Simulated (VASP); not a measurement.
Write the native input for VASP 6.6.1 that does the following.

```
Task                   : single point
Functional             : LDA
Potentials or basis    : VASP PAW LDA potentials, release 64 (La, P)
Cutoff                 : 520 eV
k mesh                 : 10 × 10 × 10
Occupations            : fermi-dirac, width 0.05 eV
Spin                   : no spin polarisation
Dipole correction      : no
Further INCAR settings : ALGO = Normal; EDIFF = 1e-07; NBANDS = 15
```

The structure of LaP lies in POSCAR:

```
LaP
1.0
    0.0000000000      2.8733016976      2.8733016976
    2.8733016976      0.0000000000      2.8733016976
    2.8733016976      2.8733016976      0.0000000000
La P
1 1
Direct
    0.0000000000      0.0000000000      0.0000000000
    0.5000000000      0.5000000000      0.5000000000
```

One way to write it, as run:

INCAR

```
SYSTEM = LaP
PREC     = Accurate       ! precision mode
ENCUT    = 520            ! plane-wave cutoff, eV
EDIFF    = 1E-7           ! SCF threshold, eV
ISMEAR   = -1             ! smearing method
SIGMA    = 0.05           ! smearing width, eV
LREAL    = .FALSE.        ! projectors in reciprocal space
LASPH    = .TRUE.         ! aspherical terms in the spheres
NELM     = 80             ! most SCF steps
ALGO     = Normal         ! electronic algorithm
ISIF     = 2              ! what is computed and relaxed
LWAVE    = .FALSE.        ! write WAVECAR
LCHARG   = .FALSE.        ! write CHGCAR
NBANDS   = 15             ! bands
```

KPOINTS

```
Automatic mesh
0
G
  10 10 10
  0 0 0
```

Potentials or basis: VASP PAW LDA potentials, release 64 (La, P).

The run is started by

```bash
$ cat potpaw_LDA.64/La/POTCAR potpaw_LDA.64/P/POTCAR > POTCAR
$ mpirun -np 1 vasp_std > vasp.out
```

It gave:

```yaml
Pressure: 9.7 GPa
Band_gap_on_the_k_mesh: zero (bands 8 and 9 overlap by 0.12 eV)
```

Caveat: the cell stands under pressure; spin-orbit coupling is left out, which moves the levels of the heavy elements.

Run time: 22 s on 1 thread of Intel(R) Xeon(R) Platinum 8488C (Sapphire Rapids) (shared host), peak memory 0.18 GiB.
